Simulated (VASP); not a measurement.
# GaAs (F-43m) in VASP: single point with PBE

Aim: the single point of GaAs with PBE.

Everything below comes from runs of VASP 6.6.1. Logs are shortened: lines on timing, memory, paths and dates and some standing lists are left out, and cuts for length are marked.

## Step 1: The cell of the first run

Symmetry: F-43m, No. 216, cubic system. Conventional cell: a = 5.654 Å, b = 5.654 Å, c = 5.654 Å, α = 90.00°, β = 90.00°, γ = 90.00°. Ga (site symmetry -43m) has 4 As at 2.45 Å within 3.2 Å. As (site symmetry -43m) has 4 Ga at 2.45 Å within 3.2 Å.

## Step 2: Single point, PBE

The input, INCAR:

```
SYSTEM = GaAs
  PREC = Accurate
  ENCUT = 520
  EDIFF = 1E-6
  ISMEAR = 0
  SIGMA = 0.05
  LREAL = .FALSE.
  LASPH = .TRUE.
  NELM = 80
  ALGO = Normal
  ISIF = 2
  LWAVE = .FALSE.
  LCHARG = .FALSE.
  GGA = PE
  NBANDS = 16
```

The input, KPOINTS:

```
regular mesh
0
G
  10 10 10
  0 0 0
```

The input, POSCAR:

```
GaAs
1.0
    0.0000000000      2.8268505379      2.8268505379
    2.8268505379      0.0000000000      2.8268505379
    2.8268505379      2.8268505379      0.0000000000
Ga As
1 1
Direct
    0.0000000000      0.0000000000      0.0000000000
    0.7500000000      0.7500000000      0.7500000000
```

Potentials or basis: VASP PAW PBE potentials, release 64 (Ga_d, As).

Launch:

```console
cat potpaw_PBE.64/Ga_d/POTCAR potpaw_PBE.64/As/POTCAR > POTCAR
mpirun -np 1 vasp_std > vasp.out
```

OUTCAR:

```text
SYSTEM = GaAs
   PREC = Accurate
   ENCUT = 520
   EDIFF = 1E-6
   ISMEAR = 0
   LREAL = .FALSE.
   LASPH = .TRUE.
   NELM = 80
   ISIF = 2
   GGA = PE

 ion  position               nearest neighbor table
   1  0.000  0.000  0.000-   2 2.45   2 2.45   2 2.45   2 2.45
   2  0.750  0.750  0.750-   1 2.45   1 2.45   1 2.45   1 2.45

  LATTYP: Found a face centered cubic cell.
 ALAT       =     5.6537010758

  Lattice vectors:

 A1 = (   0.0000000000,   2.8268505379,   2.8268505379)
 A2 = (   2.8268505379,   0.0000000000,   2.8268505379)
 A3 = (   2.8268505379,   2.8268505379,   0.0000000000)

Analysis of symmetry for initial positions (statically):
=====================================================================
 Subroutine PRICEL returns:
 Original cell was already a primitive cell.

 Routine SETGRP: Setting up the symmetry group for a
 face centered cubic supercell.

 Subroutine GETGRP returns: Found 24 space group operations
 (whereof 24 operations were pure point group operations)
 out of a pool of 48 trial point group operations.

The static configuration has the point symmetry T_d .

Analysis of symmetry for dynamics (positions and initial velocities):
=====================================================================
 Subroutine PRICEL returns:
 Original cell was already a primitive cell.

 Routine SETGRP: Setting up the symmetry group for a
 face centered cubic supercell.

 Subroutine GETGRP returns: Found 24 space group operations
 (whereof 24 operations were pure point group operations)
 out of a pool of 48 trial point group operations.

The dynamic configuration has the point symmetry T_d .

 Subroutine INISYM returns: Found 24 space group operations
 (whereof 24 operations are pure point group operations),
 and found     1 'primitive' translations

----------------------------------------------------------------------------------------

                                     Primitive cell

  volume of cell :      45.1792

  direct lattice vectors                    reciprocal lattice vectors
     0.000000000  2.826850538  2.826850538    -0.176875287  0.176875287  0.176875287
     2.826850538  0.000000000  2.826850538     0.176875287 -0.176875287  0.176875287
     2.826850538  2.826850538  0.000000000     0.176875287  0.176875287 -0.176875287

  length of vectors
     3.997770369  3.997770369  3.997770369     0.306356984  0.306356984  0.306356984

  position of ions in fractional coordinates (direct lattice)
     0.000000000  0.000000000  0.000000000
     0.750000000  0.750000000  0.750000000

  ion indices of the primitive-cell ions
   primitive index   ion index
                 1           1
                 2           2

----------------------------------------------------------------------------------------

 KPOINTS: regular mesh

Automatic generation of k-mesh.
 Grid dimensions read from file:
 generate k-points for:   10   10   10

 Generating k-lattice:

  Cartesian coordinates                     Fractional coordinates (reciprocal lattice)
    -0.017687529  0.017687529  0.017687529     0.100000000  0.000000000  0.000000000
     0.017687529 -0.017687529  0.017687529     0.000000000  0.100000000  0.000000000
     0.017687529  0.017687529 -0.017687529     0.000000000  0.000000000  0.100000000

  Length of vectors
     0.030635698  0.030635698  0.030635698

  Shift w.r.t. Gamma in fractional coordinates (k-lattice)
     0.000000000  0.000000000  0.000000000

 Subroutine IBZKPT returns following result:
 ===========================================

 Found     47 irreducible k-points:

 Following reciprocal coordinates:
            Coordinates               Weight
  0.000000  0.000000  0.000000      1.000000
  0.100000  0.000000  0.000000      8.000000
  0.200000  0.000000  0.000000      8.000000
  0.300000  0.000000  0.000000      8.000000
  0.400000  0.000000  0.000000      8.000000
  0.500000  0.000000  0.000000      4.000000
[... 16 lines left out ...]
  0.300000  0.300000  0.000000      6.000000
  0.400000  0.300000  0.000000     24.000000
 [... further k-points ...]
   k-points           NKPTS =     47   k-points in BZ     NKDIM =     47   number of bands    NBANDS=     16
   number of dos      NEDOS =    301   number of ions     NIONS =      2
   total plane-waves  NPLWV =  27000
   dimension x,y,z NGX =    30 NGY =   30 NGZ =   30
   dimension x,y,z NGXF=    60 NGYF=   60 NGZF=   60
   ions per type =               1   1
   NGX,Y,Z   is equivalent  to a cutoff of  12.48, 12.48, 12.48 a.u.
   NGXF,Y,Z  is equivalent  to a cutoff of  24.95, 24.95, 24.95 a.u.
 SYSTEM =  GaAs
   PREC   = accura    normal or accurate (medium, high low for compatibility)
   ISTART =      0    job   : 0-new  1-cont  2-samecut
   ICHARG =      2    charge: 1-file 2-atom 10-const
   ISPIN  =      1    spin polarized calculation?
   LNONCOLLINEAR =      F non collinear calculations
   LSORBIT =      F    spin-orbit coupling
   LASPH  =      T    aspherical Exc in radial PAW
   ENCUT  =  520.0 eV  38.22 Ry    6.18 a.u.   7.43  7.43  7.43*2*pi/ulx,y,z
   NELM   =     80;   NELMIN=  2; NELMDL= -5     # of ELM steps
   EDIFF  = 0.1E-05   stopping-criterion for ELM
   LREAL  =      F    real-space projection
   EDIFFG = 0.1E-04   stopping-criterion for IOM
   NSW    =      0    number of steps for IOM
   IBRION =     -1    ionic relax: 0-MD 1-quasi-New 2-CG
   NFREE  =      0    steps in history (QN), initial steepest desc. (CG)
   ISIF   =      2    stress and relaxation
   ISYM   =      2    0-nonsym 1-usesym 2-fastsym
   POTIM  = 0.5000    time-step for ionic-motion
   TEBEG  =    0.0;   TEEND  =   0.0 temperature during run
   PSTRESS=    0.0 pullay stress
   NELECT =      18.0000    total number of electrons
   NUPDOWN=      -1.0000    fix difference up-down
   EMIN   =  10.00;   EMAX   =-10.00  energy-range for DOS
   EFERMI =   0.00;   METHOD = LEGACY
   ISMEAR =     0;   SIGMA  =   0.05  broadening in eV -4-tet -1-fermi 0-gaus
   EFERMI_NEDOS =   21; number of points for ismear=-14 and -15
   IALGO  =     38    algorithm
   IMIX   =      4    mixing-type and parameters
     AMIX     =   0.40;   BMIX     =  1.00
     AMIX_MAG =   1.60;   BMIX_MAG =  1.00
  volume/ion in A,a.u.               =      22.59       152.44
  Fermi-wavevector in a.u.,A,eV,Ry     =   1.204628  2.276416 19.743791  1.451128
  Thomas-Fermi vector in A             =   2.340347
   LORBIT       =      0    0 simple, 1 ext, 2 COOP (PROOUT), +10 PAW based schemes
   GGA     = PE    functional components
   LHFCALC =     F    Hartree Fock is set to
   AEXX    =    0.0000 exact exchange contribution
   IVDW    =     0    specifies the selected vdW correction
   LEPSILON=     F    determine dielectric tensor
   LRPA    =     F    only Hartree local field effects (RPA)
 non-spin polarized calculation
 Gauss-broadening in eV      SIGMA  =   0.05
  energy-cutoff  :      520.00
  volume of cell :       45.18
 maximum number of plane-waves:      1243
 NGX is ok and might be reduce to    30
   NGX = 15   NGY = 15   NGZ = 15

 number of electron      17.9999995 magnetization

 Free energy of the ion-electron system (eV)
  ---------------------------------------------------
  ext. energy  EPLUGINS =         0.00000000
  ---------------------------------------------------
  free energy    TOTEN  =        -8.25086722 eV

  energy without entropy =       -8.25086722  energy(sigma->0) =       -8.25086722

 E-fermi :   4.1774     XC(G=0):  -9.5883

 val. band max:        3.9310634697   @ k =   0.0000   0.0000   0.0000
 cond. band min:       4.4516185349   @ k =   0.0000   0.0000   0.0000
 fundamental gap:      0.5205550652
 Fermi energy:         4.1774337097

 k-point     1 :       0.0000    0.0000    0.0000
  band No.  band energies     occupation
      1     -10.8753      2.00000
      2     -10.8753      2.00000
      3     -10.8753      2.00000
      4     -10.7961      2.00000
      5     -10.7961      2.00000
      6      -8.7944      2.00000
[... 8 lines left out ...]
     15      14.0542      0.00000
     16      14.0542      0.00000

 k-point     2 :       0.1000    0.0000    0.0000
  band No.  band energies     occupation
      1     -10.8842      2.00000
      2     -10.8730      2.00000
      3     -10.8730      2.00000
      4     -10.7962      2.00000
      5     -10.7962      2.00000
      6      -8.6769      2.00000
[... 8 lines left out ...]
     15      13.3840      0.00000
     16      13.3840      0.00000

 k-point     3 :       0.2000    0.0000    0.0000
  band No.  band energies     occupation
      1     -10.9058      2.00000
      2     -10.8672      2.00000
      3     -10.8672      2.00000
      4     -10.7961      2.00000
      5     -10.7961      2.00000
      6      -8.3392      2.00000
[... 8 lines left out ...]
     15      12.8918      0.00000
     16      13.0000      0.00000

 k-point     4 :       0.3000    0.0000    0.0000
  band No.  band energies     occupation
      1     -10.9301      2.00000
      2     -10.8611      2.00000
      3     -10.8611      2.00000
      4     -10.7951      2.00000
      5     -10.7951      2.00000
      6      -7.8336      2.00000
[... 8 lines left out ...]
     15      13.2673      0.00000
     16      13.2673      0.00000
[... 324 lines left out ...]
 k-point    22 :      -0.2000    0.2000    0.0000
  band No.  band energies     occupation
      1     -10.9369      2.00000
      2     -10.8577      2.00000
      3     -10.8559      2.00000
      4     -10.7991      2.00000
      5     -10.7941      2.00000
      6      -7.6595      2.00000
[... 8 lines left out ...]
     15      14.5512      0.00000
     16      15.2771      0.00000

 k-point    23 :       0.3000    0.3000    0.0000
  band No.  band energies     occupation
      1     -10.9547      2.00000
      2     -10.8437      2.00000
      3     -10.8437      2.00000
      4     -10.8118      2.00000
      5     -10.7877      2.00000
      6      -7.4983      2.00000
[... 8 lines left out ...]
     15      15.4885      0.00000
     16      16.4017      0.00000

 k-point    24 :       0.4000    0.3000    0.0000
  band No.  band energies     occupation
      1     -10.9669      2.00000
      2     -10.8392      2.00000
      3     -10.8377      2.00000
      4     -10.8138      2.00000
      5     -10.7865      2.00000
      6      -7.0588      2.00000
[... 8 lines left out ...]
     15      16.1929      0.00000
     16      16.7778      0.00000

 [... further k-points ...]

------------------------ aborting loop because EDIFF is reached ----------------------------------------

  FORCE on cell =-STRESS in cart. coord.  units (eV):
  Direction    XX          YY          ZZ          XY          YZ          ZX
  --------------------------------------------------------------------------------------
  -------------------------------------------------------------------------------------
  Total        0.9766171      0.9766171      0.9766171      0.0000000     -0.0000000      0.0000000
  in kB       34.6334981     34.6334981     34.6334981      0.0000000     -0.0000000      0.0000000
  external PRESSURE =      34.6334981 kB  Pullay stress =       0.0000000 kB

 VOLUME and BASIS-vectors are now :
 -----------------------------------------------------------------------------
  energy-cutoff  :      520.00
  volume of cell :       45.18
      direct lattice vectors                 reciprocal lattice vectors
     0.000000000  2.826850538  2.826850538    -0.176875287  0.176875287  0.176875287
     2.826850538  0.000000000  2.826850538     0.176875287 -0.176875287  0.176875287
     2.826850538  2.826850538  0.000000000     0.176875287  0.176875287 -0.176875287

 POSITION                                       TOTAL-FORCE (eV/Angst)
 -----------------------------------------------------------------------------------
      0.00000      0.00000      0.00000        -0.000000      0.000000     -0.000000
      4.24028      4.24028      4.24028         0.000000     -0.000000      0.000000
 -----------------------------------------------------------------------------------
    total drift:                               -0.000002     -0.000002     -0.000002

  FREE ENERGIE OF THE ION-ELECTRON SYSTEM (eV)
  ---------------------------------------------------
  free  energy   TOTEN  =        -8.2508672197 eV

  energy  without entropy=       -8.2508672197  energy(sigma->0) =       -8.25086722
```

It took 15 s on 1 thread of Intel Xeon 6975P-C (Granite Rapids), shared host; peak memory 0.18 GiB.

Results:

```yaml
Free_energy: -8.2509 eV
Pressure: 3.5 GPa
Band_gap_on_the_k_mesh: 0.52 eV
```

Caveat: the cell stands under pressure. A k mesh can miss the band edges.
